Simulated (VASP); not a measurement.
# Zn4HSe4 (a cell with a defect) in VASP: single point with PBEsol

Aim: the single point of Zn4HSe4 (a cell with a defect) with PBEsol.

All numbers are computed with VASP 6.6.1; they aren't measurements. Logs are shortened: lines on timing, memory, paths and dates and some standing lists are left out, and cuts for length are marked.

### Step 1. The cell of the first run

The cell holds a defect, 9 atoms: a = 5.693 Å, b = 5.693 Å, c = 6.849 Å, α = 114.56°, β = 114.56°, γ = 90.00°.

### Step 2. Single point, PBEsol

Contents of INCAR:

```
SYSTEM = Zn4HSe4
PREC     = Accurate       ! precision mode
ENCUT    = 520            ! plane-wave cutoff, eV
EDIFF    = 1E-7           ! SCF threshold, eV
ISMEAR   = 0              ! smearing method
SIGMA    = 0.05           ! smearing width, eV
LREAL    = .FALSE.        ! projectors in reciprocal space
LASPH    = .TRUE.         ! aspherical terms in the spheres
NELM     = 80             ! most SCF steps
ALGO     = Normal         ! electronic algorithm
ISIF     = 2              ! what is computed and relaxed
LWAVE    = .FALSE.        ! write WAVECAR
LCHARG   = .FALSE.        ! write CHGCAR
GGA      = PS             ! functional
NELECT   = 72.0         
NBANDS   = 46             ! bands
```

Contents of KPOINTS:

```
regular mesh
0
G
  6 6 6
  0 0 0
```

Contents of POSCAR:

```
Zn4HSe4
1.0
   -4.0256375597     -4.0256375597      0.0000000000
   -4.0256375597      4.0256375597      0.0000000000
    4.0256375597      0.0000000000     -5.5406228226
Zn Se H
4 4 1
Direct
    0.5000000000      0.5000000000      0.0000000000
    0.0000000000      0.0000000000      0.0000000000
    0.0000000000      0.5000000000      0.0000000000
    0.5000000000      0.0000000000      0.0000000000
    0.1161581573      0.6161581573      0.7323163146
    0.6161581573      0.1161581573      0.7323163146
    0.8838418427      0.8838418427      0.2676836854
    0.3838418427      0.3838418427      0.2676836854
   -0.0416962290      0.2916371044     -0.4197305536
```

Potentials or basis: VASP PAW PBE potentials, release 64 (Zn, Se, H).

Started as:

```sh
cat potpaw_PBE.64/Zn/POTCAR potpaw_PBE.64/Se/POTCAR potpaw_PBE.64/H/POTCAR > POTCAR
mpirun -np 1 vasp_std > vasp.out
```

OUTCAR:

```text
SYSTEM = Zn4HSe4
   PREC = Accurate
   ENCUT = 520
   EDIFF = 1E-7
   ISMEAR = 0
   LREAL = .FALSE.
   LASPH = .TRUE.
   NELM = 80
   ISIF = 2
   GGA = PS
   NELECT = 72.0

 ion  position               nearest neighbor table
   1  0.500  0.500  0.000-   5 2.50   6 2.50   7 2.50   8 2.50   3 2.85   4 2.85   4 2.85   3 2.85

   2  0.000  0.000  0.000-   5 2.50   6 2.50   7 2.50   8 2.50   3 2.85   4 2.85   3 2.85   4 2.85

   3  0.000  0.500  0.000-   5 2.50   6 2.50   7 2.50   8 2.50   1 2.85   2 2.85   2 2.85   1 2.85

   4  0.500  0.000  0.000-   5 2.50   6 2.50   7 2.50   8 2.50   1 2.85   2 2.85   1 2.85   2 2.85

   5  0.116  0.616  0.732-   9 1.71   2 2.50   3 2.50   4 2.50   1 2.50
   6  0.616  0.116  0.732-   1 2.50   2 2.50   3 2.50   4 2.50
   7  0.884  0.884  0.268-   1 2.50   2 2.50   3 2.50   4 2.50
   8  0.384  0.384  0.268-   1 2.50   2 2.50   3 2.50   4 2.50
   9  0.958  0.292  0.580-   5 1.71

  LATTYP: Found a body centered tetragonal cell.
 ALAT       =     5.6931112341
 C/A-ratio  =     1.9464305526

  Lattice vectors:

 A1 = (   0.0000000000,  -4.0256375597,   5.5406228226)
 A2 = (   0.0000000000,   4.0256375597,   5.5406228226)
 A3 = (  -4.0256375597,   0.0000000000,  -5.5406228226)

Analysis of symmetry for initial positions (statically):
=====================================================================
 Subroutine PRICEL returns:
 Original cell was already a primitive cell.

 Routine SETGRP: Setting up the symmetry group for a
 body centered tetragonal supercell.

 Subroutine GETGRP returns: Found  1 space group operations
 (whereof  1 operations were pure point group operations)
 out of a pool of 16 trial point group operations.

The static configuration has the point symmetry C_1 .

Analysis of symmetry for dynamics (positions and initial velocities):
=====================================================================
 Subroutine PRICEL returns:
 Original cell was already a primitive cell.

 Routine SETGRP: Setting up the symmetry group for a
 body centered tetragonal supercell.

 Subroutine GETGRP returns: Found  1 space group operations
 (whereof  1 operations were pure point group operations)
 out of a pool of 16 trial point group operations.

The dynamic configuration has the point symmetry C_1 .

 Subroutine INISYM returns: Found  1 space group operations
 (whereof  1 operations are pure point group operations),
 and found     1 'primitive' translations

----------------------------------------------------------------------------------------
[... 110 lines left out ...]
   NSW    =      0    number of steps for IOM
   IBRION =     -1    ionic relax: 0-MD 1-quasi-New 2-CG
   NFREE  =      0    steps in history (QN), initial steepest desc. (CG)
   ISIF   =      2    stress and relaxation
   ISYM   =      2    0-nonsym 1-usesym 2-fastsym
   POTIM  = 0.5000    time-step for ionic-motion
   TEBEG  =    0.0;   TEEND  =   0.0 temperature during run
   PSTRESS=    0.0 pullay stress
   NELECT =      72.0000    total number of electrons
   NUPDOWN=      -1.0000    fix difference up-down
   EMIN   =  10.00;   EMAX   =-10.00  energy-range for DOS
   EFERMI =   0.00;   METHOD = LEGACY
   ISMEAR =     0;   SIGMA  =   0.05  broadening in eV -4-tet -1-fermi 0-gaus
   EFERMI_NEDOS =   21; number of points for ismear=-14 and -15
   IALGO  =     38    algorithm
   IMIX   =      4    mixing-type and parameters
     AMIX     =   0.40;   BMIX     =  1.00
     AMIX_MAG =   1.60;   BMIX_MAG =  1.00
  volume/ion in A,a.u.               =      19.95       134.65
  Fermi-wavevector in a.u.,A,eV,Ry     =   1.207164  2.281210 19.827028  1.457245
  Thomas-Fermi vector in A             =   2.342810
   LORBIT       =      0    0 simple, 1 ext, 2 COOP (PROOUT), +10 PAW based schemes
   GGA     = PS    functional components
   LHFCALC =     F    Hartree Fock is set to
   AEXX    =    0.0000 exact exchange contribution
   IVDW    =     0    specifies the selected vdW correction
   LEPSILON=     F    determine dielectric tensor
   LRPA    =     F    only Hartree local field effects (RPA)
 non-spin polarized calculation
 Gauss-broadening in eV      SIGMA  =   0.05
  energy-cutoff  :      520.00
  volume of cell :      179.58
 maximum number of plane-waves:      4858
   NGX = 21   NGY = 21   NGZ = 25

 number of electron      71.9999967 magnetization

 Free energy of the ion-electron system (eV)
  ---------------------------------------------------
  ext. energy  EPLUGINS =         0.00000000
  ---------------------------------------------------
  free energy    TOTEN  =       -30.16501396 eV

  energy without entropy =      -30.16501396  energy(sigma->0) =      -30.16501396

 E-fermi :   1.9237     XC(G=0):  -9.5785

 val. band max:        1.6799432515   @ k =   0.0000   0.0000   0.0000
 cond. band min:       2.6108018029   @ k =   0.0000   0.0000   0.0000
 fundamental gap:      0.9308585514
 Fermi energy:         1.9237248947

 k-point     1 :       0.0000    0.0000    0.0000
  band No.  band energies     occupation
      1     -12.1103      2.00000
      2     -10.9958      2.00000
      3     -10.5449      2.00000
      4     -10.4241      2.00000
      5      -5.6023      2.00000
      6      -5.4066      2.00000
[... 1165 lines left out ...]
     45       7.5524      0.00000
     46       8.0596      0.00000

 [... further k-points ...]
[... 5 lines left out ...]
  --------------------------------------------------------------------------------------
  -------------------------------------------------------------------------------------
  Total       -7.0865531     -6.6385569     -7.3538903      1.7053410      1.3742235     -1.3381984
  in kB      -63.2248344    -59.2279002    -65.6099650     15.2147172     12.2605523    -11.9391428
  external PRESSURE =     -62.6875665 kB  Pullay stress =       0.0000000 kB

 VOLUME and BASIS-vectors are now :
 -----------------------------------------------------------------------------
  energy-cutoff  :      520.00
  volume of cell :      179.58
      direct lattice vectors                 reciprocal lattice vectors
    -4.025637560 -4.025637560  0.000000000    -0.124203929 -0.124203929 -0.090242562
    -4.025637560  4.025637560  0.000000000    -0.124203929  0.124203929 -0.090242562
     4.025637560  0.000000000 -5.540622823     0.000000000  0.000000000 -0.180485125

 POSITION                                       TOTAL-FORCE (eV/Angst)
 -----------------------------------------------------------------------------------
     -4.02564      0.00000      0.00000         0.038507     -0.230627     -0.217369
      0.00000      0.00000      0.00000         0.139735      0.484387     -0.274481
     -2.01282      2.01282      0.00000         0.320041     -0.109083     -0.390169
     -2.01282     -2.01282      0.00000        -0.833513     -0.120534     -0.588485
      0.00000      2.01282     -4.05749         1.088231     -0.464555      1.387387
      0.00000     -2.01282     -4.05749         0.055064      0.063454      0.131881
     -6.03846      0.00000     -1.48313        -0.038025      0.329260     -0.269803
     -2.01282      0.00000     -1.48313         0.190680     -0.182129      0.318724
     -2.69585     -2.68376     -3.21505        -0.960719      0.229826     -0.097685
 -----------------------------------------------------------------------------------
    total drift:                                0.000027      0.000035     -0.000046

  FREE ENERGIE OF THE ION-ELECTRON SYSTEM (eV)
  ---------------------------------------------------
  free  energy   TOTEN  =       -30.1650139644 eV

  energy  without entropy=      -30.1650139644  energy(sigma->0) =      -30.16501396
```

OSZICAR:

```text
N       E                     dE             d eps       ncg     rms          rms(c)
DAV:   1     0.552289070038E+03    0.55229E+03   -0.32734E+04 10304   0.180E+03
DAV:   2     0.399354902625E+02   -0.51235E+03   -0.49393E+03 10304   0.413E+02
DAV:   3    -0.284679525822E+02   -0.68403E+02   -0.67158E+02 11578   0.143E+02
DAV:   4    -0.313339536291E+02   -0.28660E+01   -0.28523E+01 12102   0.283E+01
DAV:   5    -0.313619495113E+02   -0.27996E-01   -0.27982E-01 11692   0.273E+00    0.104E+01
DAV:   6    -0.301965738603E+02    0.11654E+01   -0.44357E+00 12992   0.448E+01    0.853E+00
DAV:   7    -0.301794255111E+02    0.17148E-01   -0.14442E+00 11546   0.820E+00    0.386E+00
DAV:   8    -0.301662550198E+02    0.13170E-01   -0.66168E-02 12678   0.528E+00    0.100E+00
DAV:   9    -0.301647731441E+02    0.14819E-02   -0.26310E-02 12356   0.447E+00    0.186E-01
DAV:  10    -0.301649075704E+02   -0.13443E-03   -0.61537E-03 12462   0.132E+00    0.103E-01
DAV:  11    -0.301649619371E+02   -0.54367E-04   -0.99975E-04 12354   0.463E-01    0.449E-02
DAV:  12    -0.301650161481E+02   -0.54211E-04   -0.59369E-04 12168   0.326E-01    0.241E-02
DAV:  13    -0.301650128884E+02    0.32597E-05   -0.67928E-05 13078   0.270E-01    0.105E-02
DAV:  14    -0.301650143237E+02   -0.14353E-05   -0.21093E-05 13452   0.796E-02    0.608E-03
DAV:  15    -0.301650136964E+02    0.62730E-06   -0.30414E-06 15024   0.799E-02    0.227E-03
DAV:  16    -0.301650139113E+02   -0.21486E-06   -0.26883E-06 11248   0.144E-02    0.840E-04
DAV:  17    -0.301650139644E+02   -0.53153E-07   -0.38096E-07 10686   0.758E-03
   1 F= -.30165014E+02 E0= -.30165014E+02  d E =-.619415E-14
```

stdout:

```text
POSCAR found type information on POSCAR ZnSeH
 POSCAR found :  3 types and       9 ions
 scaLAPACK will be used
 -----------------------------------------------------------------------------
|                                                                             |
|                                                                             |
|     You enforced a specific xc type in the INCAR file but a different       |
|     I HOPE YOU KNOW WHAT YOU ARE DOING!                                     |
|                                                                             |
 -----------------------------------------------------------------------------

 LDA part: xc-table for (Slater+PW92), standard interpolation
 POSCAR, INCAR and KPOINTS ok, starting setup
 FFT: planning ... GRIDC
 FFT: planning ... GRID_SOFT
 FFT: planning ... GRID
 WAVECAR not read
 entering main loop
 the old and the new charge density differ
 old charge density:    73.00000 new   72.00000
    0.104E+01
```

Run time: 27 min. Hardware: 1 thread of Oxide Virtual Turin-like, shared host; peak memory 0.78 GiB.

What came out:

* Free energy: -30.1650 eV
* Largest force: 1.823 eV/Å

Forces on the atoms (eV/Å):
```
Zn   0.039 -0.231 -0.217
Zn   0.140  0.484 -0.274
Zn   0.320 -0.109 -0.390
Zn  -0.834 -0.121 -0.588
Se   1.088 -0.465  1.387
Se   0.055  0.063  0.132
Se  -0.038  0.329 -0.270
Se   0.191 -0.182  0.319
H   -0.961  0.230 -0.098
```

Caveat: the cell carries a net charge on a neutralising background, which shifts energy and pressure; the cell is charged against a uniform background, so pressure and absolute levels hang on convention; the PAW data sets were made with another functional, which shifts forces and pressure a little.
